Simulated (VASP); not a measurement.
# Sr2FeH6 (Fm-3m) in VASP: single point with LDA

Aim: the single point of Sr2FeH6 with LDA.

Program: VASP 6.6.1. These are calculated values, not measurements. Logs are shortened: lines on timing, memory, paths and dates and some standing lists are left out, and cuts for length are marked.

## Step 1: The cell of the first run

Symmetry: Fm-3m, No. 225, cubic system. The conventional cell has a = 7.415 Å, b = 7.415 Å, c = 7.415 Å, α = 90.00°, β = 90.00°, γ = 90.00°. Within 3.5 Å of Sr (site symmetry -43m) lie 12 H at 2.63 Å and 4 Fe at 3.21 Å. Within 2.1 Å of Fe (site symmetry m-3m) lie 6 H at 1.61 Å. H (site symmetry 4mm) has 1 Fe at 1.61 Å within 2.1 Å.

## Step 2: Single point, LDA, collinear spin, ferromagnetic start

INCAR

```
PREC = Accurate
ENCUT = 520
EDIFF = 1E-6
ISMEAR = 0
SIGMA = 0.05
LREAL = F
LASPH = T
NELM = 150
ALGO = Normal
ISIF = 2
LWAVE = F
LCHARG = F
ISPIN = 2
MAGMOM = 0 0 2.4 0 0 0 0 0 0
LORBIT = 11
LMAXMIX = 4
NBANDS = 31
```

KPOINTS

```
regular mesh
0
Gamma
  6 6 6
```

POSCAR

```
Sr2FeH6
1.0
    0.0000000000      3.7076520000      3.7076520000
    3.7076520000      0.0000000000      3.7076520000
    3.7076520000      3.7076520000      0.0000000000
Sr Fe H
2 1 6
Direct
    0.7500000000      0.7500000000      0.7500000000
    0.2500000000      0.2500000000      0.2500000000
    0.0000000000      0.0000000000      0.0000000000
    0.7824580000      0.7824580000      0.2175420000
    0.2175420000      0.7824580000      0.2175420000
    0.7824580000      0.2175420000      0.2175420000
    0.2175420000      0.2175420000      0.7824580000
    0.7824580000      0.2175420000      0.7824580000
    0.2175420000      0.7824580000      0.7824580000
```

Potentials or basis: VASP PAW LDA potentials, release 64 (Sr_sv, Fe, H).

Command:

```sh
$ cat potpaw_LDA.64/Sr_sv/POTCAR potpaw_LDA.64/Fe/POTCAR potpaw_LDA.64/H/POTCAR > POTCAR
$ mpirun -np 1 vasp_std > vasp.out
```

OUTCAR:

```text
PREC = Accurate
   ENCUT = 520
   EDIFF = 1E-6
   ISMEAR = 0
   LREAL = F
   LASPH = T
   NELM = 150
   ISIF = 2
   ISPIN = 2
   LORBIT = 11

 ion  position               nearest neighbor table
   1  0.750  0.750  0.750-   4 2.63   8 2.63   9 2.63   4 2.63   5 2.63   6 2.63   6 2.63   7 2.63
                             8 2.63   5 2.63   7 2.63   9 2.63   3 3.21   3 3.21   3 3.21   3 3.21
   2  0.250  0.250  0.250-   4 2.63   6 2.63   8 2.63   4 2.63   5 2.63   9 2.63   7 2.63   8 2.63
                             9 2.63   5 2.63   6 2.63   7 2.63   3 3.21   3 3.21   3 3.21   3 3.21
   3  0.000  0.000  0.000-   4 1.61   5 1.61   6 1.61   7 1.61   8 1.61   9 1.61   1 3.21   1 3.21
                             1 3.21   2 3.21   1 3.21   2 3.21   2 3.21   2 3.21
   4  0.782  0.782  0.218-   3 1.61   1 2.63   1 2.63   2 2.63   2 2.63
   5  0.218  0.782  0.218-   3 1.61   1 2.63   2 2.63   1 2.63   2 2.63
   6  0.782  0.218  0.218-   3 1.61   1 2.63   2 2.63   1 2.63   2 2.63
   7  0.218  0.218  0.782-   3 1.61   1 2.63   2 2.63   1 2.63   2 2.63
   8  0.782  0.218  0.782-   3 1.61   1 2.63   1 2.63   2 2.63   2 2.63
   9  0.218  0.782  0.782-   3 1.61   1 2.63   1 2.63   2 2.63   2 2.63

  LATTYP: Found a face centered cubic cell.
 ALAT       =     7.4153040000

  Lattice vectors:

 A1 = (   0.0000000000,   3.7076520000,   3.7076520000)
 A2 = (   3.7076520000,   0.0000000000,   3.7076520000)
 A3 = (   3.7076520000,   3.7076520000,   0.0000000000)

Analysis of symmetry for initial positions (statically):
=====================================================================
 Subroutine PRICEL returns:
 Original cell was already a primitive cell.

 Routine SETGRP: Setting up the symmetry group for a
 face centered cubic supercell.

 Subroutine GETGRP returns: Found 48 space group operations
 (whereof 48 operations were pure point group operations)
 out of a pool of 48 trial point group operations.

The static configuration has the point symmetry O_h .

Analysis of symmetry for dynamics (positions and initial velocities):
=====================================================================
 Subroutine PRICEL returns:
 Original cell was already a primitive cell.

 Routine SETGRP: Setting up the symmetry group for a
 face centered cubic supercell.

 Subroutine GETGRP returns: Found 48 space group operations
 (whereof 48 operations were pure point group operations)
 out of a pool of 48 trial point group operations.

The dynamic configuration has the point symmetry O_h .

Analysis of structural, dynamic, and magnetic symmetry:
=====================================================================
 Subroutine PRICEL returns:
 Original cell was already a primitive cell.
[... 164 lines left out ...]

 val. band max:        1.6512044970   @ k =   0.0000   0.0000   0.0000
 cond. band min:       2.7041431550   @ k =   0.5000   0.5000   0.0000
 fundamental gap:      1.0529386580
 Fermi energy:         1.8765109626

 spin component 1

 k-point     1 :       0.0000    0.0000    0.0000
  band No.  band energies     occupation
      1     -32.6471      1.00000
      2     -32.5492      1.00000
      3     -14.9456      1.00000
      4     -14.9456      1.00000
      5     -14.9456      1.00000
      6     -14.6126      1.00000
[... 501 lines left out ...]
     28       8.6198      0.00000
     29       9.3997      0.00000
 Fermi energy:         1.8765109626

 spin component 2

 k-point     1 :       0.0000    0.0000    0.0000
  band No.  band energies     occupation
      1     -32.6471      1.00000
      2     -32.5492      1.00000
      3     -14.9455      1.00000
      4     -14.9455      1.00000
      5     -14.9455      1.00000
      6     -14.6126      1.00000
[... 501 lines left out ...]
     28       8.6199      0.00000
     29       9.3997      0.00000
 [bands above 29 left out]

------------------------ aborting loop because EDIFF is reached ----------------------------------------

  FORCE on cell =-STRESS in cart. coord.  units (eV):
  Direction    XX          YY          ZZ          XY          YZ          ZX
  --------------------------------------------------------------------------------------
  -------------------------------------------------------------------------------------
  Total       -2.4118949     -2.4118949     -2.4118949      0.0000000     -0.0000000     -0.0000000
  in kB      -37.9089780    -37.9089780    -37.9089780      0.0000000     -0.0000000     -0.0000000
  external PRESSURE =     -37.9089780 kB  Pullay stress =       0.0000000 kB

 VOLUME and BASIS-vectors are now :
 -----------------------------------------------------------------------------
  energy-cutoff  :      520.00
  volume of cell :      101.94
      direct lattice vectors                 reciprocal lattice vectors
     0.000000000  3.707652000  3.707652000    -0.134856238  0.134856238  0.134856238
     3.707652000  0.000000000  3.707652000     0.134856238 -0.134856238  0.134856238
     3.707652000  3.707652000  0.000000000     0.134856238  0.134856238 -0.134856238

 POSITION                                       TOTAL-FORCE (eV/Angst)
 -----------------------------------------------------------------------------------
      5.56148      5.56148      5.56148        -0.000000     -0.000000      0.000000
      1.85383      1.85383      1.85383         0.000000      0.000000      0.000000
      0.00000      0.00000      0.00000         0.000000      0.000000      0.000000
      3.70765      3.70765      5.80216         0.000000      0.000000      0.156615
      3.70765      1.61314      3.70765         0.000000     -0.156615      0.000000
      1.61314      3.70765      3.70765        -0.156615      0.000000      0.000000
      3.70765      3.70765      1.61314         0.000000      0.000000     -0.156615
      3.70765      5.80216      3.70765         0.000000      0.156615      0.000000
      5.80216      3.70765      3.70765         0.156615      0.000000      0.000000
 -----------------------------------------------------------------------------------
    total drift:                               -0.000000      0.000000      0.000000

  FREE ENERGIE OF THE ION-ELECTRON SYSTEM (eV)
  ---------------------------------------------------
  free  energy   TOTEN  =       -39.3944368024 eV

  energy  without entropy=      -39.3944368024  energy(sigma->0) =      -39.39443680

 total charge

# of ion       s       p       d       tot
------------------------------------------
    1        2.018   5.778   0.227   8.023
    2        2.018   5.778   0.227   8.023
    3        0.474   0.721   6.544   7.739
    4        0.525   0.012   0.000   0.537
    5        0.525   0.012   0.000   0.537
    6        0.525   0.012   0.000   0.537
    7        0.525   0.012   0.000   0.537
    8        0.525   0.012   0.000   0.537
    9        0.525   0.012   0.000   0.537
--------------------------------------------------
tot          7.659  12.350   6.998  27.007

 magnetization (x)

# of ion       s       p       d       tot
------------------------------------------
    1        0.000   0.000   0.000   0.000
    2        0.000   0.000   0.000   0.000
    3       -0.000  -0.000  -0.000  -0.000
    4        0.000   0.000   0.000   0.000
    5        0.000   0.000   0.000   0.000
    6        0.000   0.000   0.000   0.000
    7        0.000   0.000   0.000   0.000
    8        0.000   0.000   0.000   0.000
    9        0.000   0.000   0.000   0.000
--------------------------------------------------
tot          0.000  -0.000  -0.000  -0.000
```

stdout:

```text
POSCAR found type information on POSCAR SrFeH
 POSCAR found :  3 types and       9 ions
 scaLAPACK will be used
 LDA part: xc-table for (Slater(with rela. corr.)+CA(PZ))
 , standard interpolation
 POSCAR, INCAR and KPOINTS ok, starting setup
 FFT: planning ... GRIDC
 FFT: planning ... GRID_SOFT
 FFT: planning ... GRID
 WAVECAR not read
 entering main loop
```

It used 480 s of CPU time on 1 thread of AMD EPYC 7R13 Processor (Zen 3), with other jobs on the host.

Results:

| Quantity | Value |
| --- | --- |
| Free energy | -39.3944 eV |
| Pressure | -3.8 GPa |
| Largest force | 0.157 eV/Å |
| Band gap on the k mesh | 1.05 eV, indirect (least direct gap 1.12 eV) |
| Net moment | 0.00 μB per cell |
| Valence electrons inside the program's atomic spheres | Sr 8.02; Fe 7.74; H 0.54 |

Forces in eV/Å, atoms in the order of the input:
```
Sr   0.000  0.000  0.000
Sr   0.000  0.000  0.000
Fe   0.000  0.000  0.000
H    0.000  0.000  0.157
H    0.000 -0.157  0.000
H   -0.157  0.000  0.000
H    0.000  0.000 -0.157
H    0.000  0.157  0.000
H    0.157  0.000  0.000
```

Levels at points of the mesh, in eV from the valence-band top:
Spin up:
```csv
k point,band 15,band 16,band 17,band 18,band 19,band 20
"(0.00, 0.00, 0.00)",0.00,0.00,0.00,2.31,2.31,3.53
"(0.50, 0.00, 0.00)",-0.27,-0.08,-0.08,2.39,2.39,3.25
"(0.50, 0.50, 0.00)",-0.56,-0.06,-0.06,1.05,2.61,2.88
```
Spin down:
| k point | band 14 | band 15 | band 16 | band 17 | band 18 | band 19 | band 20 | band 21 |
| --- | --- | --- | --- | --- | --- | --- | --- | --- |
| (0.00, 0.00, 0.00) | -3.21 | 0.00 | 0.00 | 0.00 | 2.31 | 2.31 | 3.53 | 6.88 |
| (0.50, 0.00, 0.00) | -2.45 | -0.27 | -0.08 | -0.08 | 2.39 | 2.39 | 3.25 | 4.08 |
| (0.50, 0.50, 0.00) | -2.32 | -0.56 | -0.06 | -0.06 | 1.05 | 2.61 | 2.88 | 4.12 |

Caveat: the starting moments collapsed, and a magnetic state may lie lower.
